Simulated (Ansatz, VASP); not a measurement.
Be2CdS2: VASP beside Ansatz

```xyz
5
Lattice="3.7727 0.0000 0.0000 -1.8863 3.2672 0.0000 0.0000 0.0000 8.1388" Properties=species:S:1:pos:R:3 pbc="T T T"
Be    0.0000    2.1781    4.0694
Be    1.8863    1.0891    4.0694
Cd    0.0000    0.0000    4.0694
S     0.0000    0.0000    2.0009
S     0.0000    0.0000    6.1378
```

Alike in both runs: task relaxation of cell and atoms; functional PBE; k mesh 6 × 6 × 2; occupations gaussian, width 0.1 eV; no spin polarisation.

|  | VASP | Ansatz |
| --- | --- | --- |
| version | VASP 6.6.1 | Ansatz 0.2.0 |
| potentials or method | VASP PAW PBE potentials, release 64 (Be, Cd_sv_GW, S), cutoff 600 eV | scalar-relativistic, plane waves, PAW |
| valence electrons in the cell | 36 | 36 |

Ansatz gave:

| Property | Result |
| --- | --- |
| gap on the k mesh at the Fermi level, each at its own relaxed structure (eV) | none |
| relaxed volume (Å³/atom) | 23.39 |
| relaxed cell length with the largest relative difference (Å) | 7.773 |

**Question.** Which values does VASP return?

**Answer.** gap on the k mesh at the Fermi level, each at its own relaxed structure (eV): none; relaxed volume (Å³/atom): 23.07; relaxed cell length with the largest relative difference (Å): 7.733.

A gap of «none» marks a metal or a gap that the smearing closes.

The k mesh is coarse, so the values compare programs but aren't converged.
